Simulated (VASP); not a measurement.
# Ge (Fd-3m) in VASP: a series of runs

Ge is run at these levels: LDA; tasks: single point, relaxation of cell and atoms.

All numbers are computed with VASP 6.6.1; they aren't measurements. Logs are shortened: lines on timing, memory, paths and dates and some standing lists are left out, and cuts for length are marked.

## 1. The cell of the first run

It takes space group Fd-3m (No. 227, cubic). Conventional cell: a = 5.622 Å, b = 5.622 Å, c = 5.622 Å, α = 90.00°, β = 90.00°, γ = 90.00°. Ge (site symmetry -43m) has 4 Ge at 2.43 Å within 3.2 Å.

## 2. Single point, LDA

INCAR reads:

```
SYSTEM = Ge
  ALGO = Normal
  EDIFF = 1E-6
  ENCUT = 520
  ISIF = 2
  ISMEAR = 0
  LASPH = .TRUE.
  LCHARG = .FALSE.
  LREAL = .FALSE.
  LWAVE = .FALSE.
  NBANDS = 21
  NELM = 100
  PREC = Accurate
  SIGMA = 0.01
```

KPOINTS reads:

```
k-points
0
G
  10 10 10
  0 0 0
```

POSCAR reads:

```
Ge
1.0
    0.0000000000      2.8108950245      2.8108950245
    2.8108950245      0.0000000000      2.8108950245
    2.8108950245      2.8108950245      0.0000000000
Ge
2
Direct
    0.0000000000      0.0000000000      0.0000000000
    0.2500000000      0.2500000000      0.2500000000
```

Potentials or basis: VASP PAW LDA potentials, release 64 (Ge_d).

Started as:

```
cat potpaw_LDA.64/Ge_d/POTCAR > POTCAR
mpirun -np 1 vasp_std > vasp.out
```

OUTCAR:

```text
SYSTEM = Ge
   EDIFF = 1E-6
   ENCUT = 520
   ISIF = 2
   ISMEAR = 0
   LASPH = .TRUE.
   LREAL = .FALSE.
   NELM = 100
   PREC = Accurate

 ion  position               nearest neighbor table
   1  0.000  0.000  0.000-   2 2.43   2 2.43   2 2.43   2 2.43
   2  0.250  0.250  0.250-   1 2.43   1 2.43   1 2.43   1 2.43

  LATTYP: Found a face centered cubic cell.
 ALAT       =     5.6217900490

  Lattice vectors:

 A1 = (   0.0000000000,   2.8108950245,   2.8108950245)
 A2 = (   2.8108950245,   0.0000000000,   2.8108950245)
 A3 = (   2.8108950245,   2.8108950245,   0.0000000000)

Analysis of symmetry for initial positions (statically):
=====================================================================
 Subroutine PRICEL returns:
 Original cell was already a primitive cell.

 Routine SETGRP: Setting up the symmetry group for a
 face centered cubic supercell.

 Subroutine GETGRP returns: Found 48 space group operations
 (whereof 24 operations were pure point group operations)
 out of a pool of 48 trial point group operations.

The static configuration has the point symmetry T_d .
 The point group associated with its full space group is O_h .

Analysis of symmetry for dynamics (positions and initial velocities):
=====================================================================
 Subroutine PRICEL returns:
 Original cell was already a primitive cell.

 Routine SETGRP: Setting up the symmetry group for a
 face centered cubic supercell.

 Subroutine GETGRP returns: Found 48 space group operations
 (whereof 24 operations were pure point group operations)
 out of a pool of 48 trial point group operations.

The dynamic configuration has the point symmetry T_d .
 The point group associated with its full space group is O_h .

 Subroutine INISYM returns: Found 48 space group operations
 (whereof 24 operations are pure point group operations),
 and found     1 'primitive' translations

----------------------------------------------------------------------------------------

                                     Primitive cell

  volume of cell :      44.4185

  direct lattice vectors                    reciprocal lattice vectors
     0.000000000  2.810895025  2.810895025    -0.177879286  0.177879286  0.177879286
     2.810895025  0.000000000  2.810895025     0.177879286 -0.177879286  0.177879286
     2.810895025  2.810895025  0.000000000     0.177879286  0.177879286 -0.177879286

  length of vectors
     3.975205866  3.975205866  3.975205866     0.308095961  0.308095961  0.308095961

  position of ions in fractional coordinates (direct lattice)
     0.000000000  0.000000000  0.000000000
     0.250000000  0.250000000  0.250000000

  ion indices of the primitive-cell ions
   primitive index   ion index
                 1           1
                 2           2

----------------------------------------------------------------------------------------

 KPOINTS: k-points

Automatic generation of k-mesh.
 Grid dimensions read from file:
 generate k-points for:   10   10   10

 Generating k-lattice:

  Cartesian coordinates                     Fractional coordinates (reciprocal lattice)
    -0.017787929  0.017787929  0.017787929     0.100000000  0.000000000  0.000000000
     0.017787929 -0.017787929  0.017787929     0.000000000  0.100000000  0.000000000
     0.017787929  0.017787929 -0.017787929     0.000000000  0.000000000  0.100000000

  Length of vectors
     0.030809596  0.030809596  0.030809596

  Shift w.r.t. Gamma in fractional coordinates (k-lattice)
     0.000000000  0.000000000  0.000000000

 Subroutine IBZKPT returns following result:
 ===========================================

 Found     47 irreducible k-points:

 Following reciprocal coordinates:
            Coordinates               Weight
  0.000000  0.000000  0.000000      1.000000
  0.100000  0.000000  0.000000      8.000000
  0.200000  0.000000  0.000000      8.000000
  0.300000  0.000000  0.000000      8.000000
  0.400000  0.000000  0.000000      8.000000
  0.500000  0.000000  0.000000      4.000000
[... 16 lines left out ...]
  0.300000  0.300000  0.000000      6.000000
  0.400000  0.300000  0.000000     24.000000
 [... further k-points ...]
   k-points           NKPTS =     47   k-points in BZ     NKDIM =     47   number of bands    NBANDS=     21
   number of dos      NEDOS =    301   number of ions     NIONS =      2
   total plane-waves  NPLWV =  27000
   dimension x,y,z NGX =    30 NGY =   30 NGZ =   30
   dimension x,y,z NGXF=    60 NGYF=   60 NGZF=   60
   ions per type =               2
   NGX,Y,Z   is equivalent  to a cutoff of  12.55, 12.55, 12.55 a.u.
   NGXF,Y,Z  is equivalent  to a cutoff of  25.09, 25.09, 25.09 a.u.
 SYSTEM =  Ge
   PREC   = accura    normal or accurate (medium, high low for compatibility)
   ISTART =      0    job   : 0-new  1-cont  2-samecut
   ICHARG =      2    charge: 1-file 2-atom 10-const
   ISPIN  =      1    spin polarized calculation?
   LNONCOLLINEAR =      F non collinear calculations
   LSORBIT =      F    spin-orbit coupling
   LASPH  =      T    aspherical Exc in radial PAW
   ENCUT  =  520.0 eV  38.22 Ry    6.18 a.u.   7.39  7.39  7.39*2*pi/ulx,y,z
   NELM   =    100;   NELMIN=  2; NELMDL= -5     # of ELM steps
   EDIFF  = 0.1E-05   stopping-criterion for ELM
   LREAL  =      F    real-space projection
   EDIFFG = 0.1E-04   stopping-criterion for IOM
   NSW    =      0    number of steps for IOM
   IBRION =     -1    ionic relax: 0-MD 1-quasi-New 2-CG
   NFREE  =      0    steps in history (QN), initial steepest desc. (CG)
   ISIF   =      2    stress and relaxation
   ISYM   =      2    0-nonsym 1-usesym 2-fastsym
   POTIM  = 0.5000    time-step for ionic-motion
   TEBEG  =    0.0;   TEEND  =   0.0 temperature during run
   PSTRESS=    0.0 pullay stress
   NELECT =      28.0000    total number of electrons
   NUPDOWN=      -1.0000    fix difference up-down
   EMIN   =  10.00;   EMAX   =-10.00  energy-range for DOS
   EFERMI =   0.00;   METHOD = LEGACY
   ISMEAR =     0;   SIGMA  =   0.01  broadening in eV -4-tet -1-fermi 0-gaus
   EFERMI_NEDOS =   21; number of points for ismear=-14 and -15
   IALGO  =     38    algorithm
   IMIX   =      4    mixing-type and parameters
     AMIX     =   0.40;   BMIX     =  1.00
     AMIX_MAG =   1.60;   BMIX_MAG =  1.00
  volume/ion in A,a.u.               =      22.21       149.88
  Fermi-wavevector in a.u.,A,eV,Ry     =   1.403695  2.652600 26.808387  1.970361
  Thomas-Fermi vector in A             =   2.526331
   LORBIT       =      0    0 simple, 1 ext, 2 COOP (PROOUT), +10 PAW based schemes
   GGA     = CA    functional components
   LHFCALC =     F    Hartree Fock is set to
   AEXX    =    0.0000 exact exchange contribution
   IVDW    =     0    specifies the selected vdW correction
   LEPSILON=     F    determine dielectric tensor
   LRPA    =     F    only Hartree local field effects (RPA)
 non-spin polarized calculation
 Gauss-broadening in eV      SIGMA  =   0.01
  energy-cutoff  :      520.00
  volume of cell :       44.42
 maximum number of plane-waves:      1243
 NGX is ok and might be reduce to    30
   NGX = 15   NGY = 15   NGZ = 15

 number of electron      28.0000032 magnetization

 Free energy of the ion-electron system (eV)
  ---------------------------------------------------
  ext. energy  EPLUGINS =         0.00000000
  ---------------------------------------------------
  free energy    TOTEN  =       -10.38853855 eV

  energy without entropy =      -10.38853696  energy(sigma->0) =      -10.38853775

 E-fermi :   4.9300     XC(G=0): -10.3787

 val. band max:        4.9127215213   @ k =   0.0000   0.0000   0.0000
 cond. band min:       4.9442775535   @ k =   0.0000   0.0000   0.0000
 fundamental gap:      0.0315560321
 Fermi energy:         4.9300049924

 k-point     1 :       0.0000    0.0000    0.0000
  band No.  band energies     occupation
      1     -20.0555      2.00000
      2     -20.0555      2.00000
      3     -20.0555      2.00000
      4     -20.0173      2.00000
      5     -20.0173      2.00000
      6     -19.7960      2.00000
[... 13 lines left out ...]
     20      14.5149      0.00000
     21      14.5149      0.00000

 k-point     2 :       0.1000    0.0000    0.0000
  band No.  band energies     occupation
      1     -20.0615      2.00000
      2     -20.0615      2.00000
      3     -20.0537      2.00000
      4     -20.0089      2.00000
      5     -20.0089      2.00000
      6     -19.8050      2.00000
[... 13 lines left out ...]
     20      13.7376      0.00000
     21      13.7376      0.00000

 k-point     3 :       0.2000    0.0000    0.0000
  band No.  band energies     occupation
      1     -20.0709      2.00000
      2     -20.0709      2.00000
      3     -20.0492      2.00000
      4     -19.9939      2.00000
      5     -19.9939      2.00000
      6     -19.8174      2.00000
[... 13 lines left out ...]
     20      13.2123      0.00000
     21      13.2123      0.00000

 k-point     4 :       0.3000    0.0000    0.0000
  band No.  band energies     occupation
      1     -20.0773      2.00000
      2     -20.0773      2.00000
      3     -20.0435      2.00000
      4     -19.9817      2.00000
      5     -19.9817      2.00000
      6     -19.8264      2.00000
[... 13 lines left out ...]
     20      13.5944      0.00000
     21      13.5944      0.00000

 k-point     5 :       0.4000    0.0000    0.0000
  band No.  band energies     occupation
      1     -20.0803      2.00000
      2     -20.0803      2.00000
      3     -20.0388      2.00000
      4     -19.9751      2.00000
      5     -19.9751      2.00000
      6     -19.8305      2.00000
[... 13 lines left out ...]
     20      14.8473      0.00000
     21      14.8473      0.00000
[... 382 lines left out ...]
     20      14.2328      0.00000
     21      16.2895      0.00000

 k-point    22 :      -0.2000    0.2000    0.0000
  band No.  band energies     occupation
      1     -20.0865      2.00000
      2     -20.0860      2.00000
      3     -20.0270      2.00000
      4     -19.9831      2.00000
      5     -19.9585      2.00000
      6     -19.8526      2.00000
[... 13 lines left out ...]
     20      14.7181      0.00000
     21      15.3541      0.00000

 k-point    23 :       0.3000    0.3000    0.0000
  band No.  band energies     occupation
      1     -20.0798      2.00000
      2     -20.0798      2.00000
      3     -20.0563      2.00000
      4     -19.9666      2.00000
      5     -19.9228      2.00000
      6     -19.9114      2.00000
[... 13 lines left out ...]
     20      16.0641      0.00000
     21      16.0660      0.00000

 k-point    24 :       0.4000    0.3000    0.0000
  band No.  band energies     occupation
      1     -20.0907      2.00000
      2     -20.0847      2.00000
      3     -20.0389      2.00000
      4     -19.9507      2.00000
      5     -19.9299      2.00000
      6     -19.9047      2.00000
[... 13 lines left out ...]
     20      16.5410      0.00000
     21      16.8026      0.00000

 [... further k-points ...]

------------------------ aborting loop because EDIFF is reached ----------------------------------------

  FORCE on cell =-STRESS in cart. coord.  units (eV):
  Direction    XX          YY          ZZ          XY          YZ          ZX
  --------------------------------------------------------------------------------------
  -------------------------------------------------------------------------------------
  Total        0.0408443      0.0408443      0.0408443      0.0000000     -0.0000000      0.0000000
  in kB        1.4732549      1.4732549      1.4732549      0.0000000     -0.0000000      0.0000000
  external PRESSURE =       1.4732549 kB  Pullay stress =       0.0000000 kB

 VOLUME and BASIS-vectors are now :
 -----------------------------------------------------------------------------
  energy-cutoff  :      520.00
  volume of cell :       44.42
      direct lattice vectors                 reciprocal lattice vectors
     0.000000000  2.810895025  2.810895025    -0.177879286  0.177879286  0.177879286
     2.810895025  0.000000000  2.810895025     0.177879286 -0.177879286  0.177879286
     2.810895025  2.810895025  0.000000000     0.177879286  0.177879286 -0.177879286

 POSITION                                       TOTAL-FORCE (eV/Angst)
 -----------------------------------------------------------------------------------
      0.00000      0.00000      0.00000         0.000000      0.000000     -0.000000
      1.40545      1.40545      1.40545        -0.000000     -0.000000      0.000000
 -----------------------------------------------------------------------------------
    total drift:                                0.000000     -0.000000      0.000000

  FREE ENERGIE OF THE ION-ELECTRON SYSTEM (eV)
  ---------------------------------------------------
  free  energy   TOTEN  =       -10.3885385459 eV

  energy  without entropy=      -10.3885369566  energy(sigma->0) =      -10.38853775
```

It took 18 s on 1 thread of Intel Xeon 6975P-C (Granite Rapids), shared host; peak memory 0.15 GiB.

Results:

```
Free energy            : -10.3885 eV
Pressure               : 0.1 GPa
Band gap on the k mesh : 0.03 eV, direct
```

## 3. Relaxation of cell and atoms, LDA

This run uses another cell than the first one, of 22.64 Å³/atom, 1.019 times its volume.

INCAR reads:

```
SYSTEM = Ge
ALGO = Normal
EDIFF = 1E-6
EDIFFG = -0.003
ENCUT = 600
GGA = CA
IBRION = 2
ISIF = 3
ISMEAR = 0
LASPH = .True.
LCHARG = .False.
LREAL = .False.
LWAVE = .False.
NELM = 80
NSW = 80
PREC = Accurate
SIGMA = 0.01
```

KPOINTS reads:

```
k-points
0
Gamma
  10 10 10
  0 0 0
```

POSCAR reads:

```
Ge
1.0
    0.0000000000      2.8290000000      2.8290000000
    2.8290000000      0.0000000000      2.8290000000
    2.8290000000      2.8290000000      0.0000000000
Ge
2
Direct
    0.0000000000      0.0000000000      0.0000000000
    0.2500000000      0.2500000000      0.2500000000
```

Potentials or basis: VASP PAW LDA potentials, release 64 (Ge_d).

Started as:

```
cat potpaw_LDA.64/Ge_d/POTCAR > POTCAR
mpirun -np 1 vasp_std > vasp.out
```

It took 40 s on 1 thread of Intel Xeon 6975P-C (Granite Rapids), shared host; peak memory 0.17 GiB.

The run converged. Its results:

- Free energy: -10.3888 eV
- Relaxed volume: 22.24 Å³/atom
- Relaxed cell: a = 3.977 Å, b = 3.977 Å, c = 3.977 Å, α = 60.00°, β = 60.00°, γ = 60.00°
- Space group after relaxing (to 0.05 Å): Fd-3m (No. 227)
- Energy gained by relaxing: 1.4 meV/atom
- Ionic steps: 6
- Pressure after relaxing: 0.0 GPa
- Band gap on the k mesh: 0.02 eV, direct

Step by step:
```
step  energy change (eV)  largest force (eV/Å)  pressure (GPa)  volume (Å³)
   1              0.0000                0.0000           -1.18        45.28
   2             -0.0024                0.0000            0.32        44.20
   3             -0.0029                0.0000           -0.06        44.49
   4             -0.0029                0.0000            0.16        44.44
   5             -0.0029                0.0000           -0.03        44.47
   6             -0.0029                0.0000            0.00        44.47
```

Final structure:
```xyz
2
Lattice="0.0000 2.8120 2.8120 2.8120 0.0000 2.8120 2.8120 2.8120 0.0000" Properties=species:S:1:pos:R:3 pbc="T T T"
Ge    0.0000    2.8120    2.8120
Ge    1.4060    1.4060    1.4060
```

Levels at points of the mesh, in eV from the valence-band top:
```csv
k point,band 10,band 11,band 12,band 13,band 14,band 15,band 16,band 17,band 18
"(0.00, 0.00, 0.00)",-24.69,-12.94,0.00,0.00,0.00,0.02,2.53,2.53,2.53
"(0.50, 0.00, 0.00)",-24.66,-10.81,-7.72,-1.43,-1.43,0.12,3.73,3.73,6.98
"(0.50, 0.50, 0.00)",-24.65,-8.99,-8.99,-3.14,-3.14,0.64,0.64,9.56,9.56
```
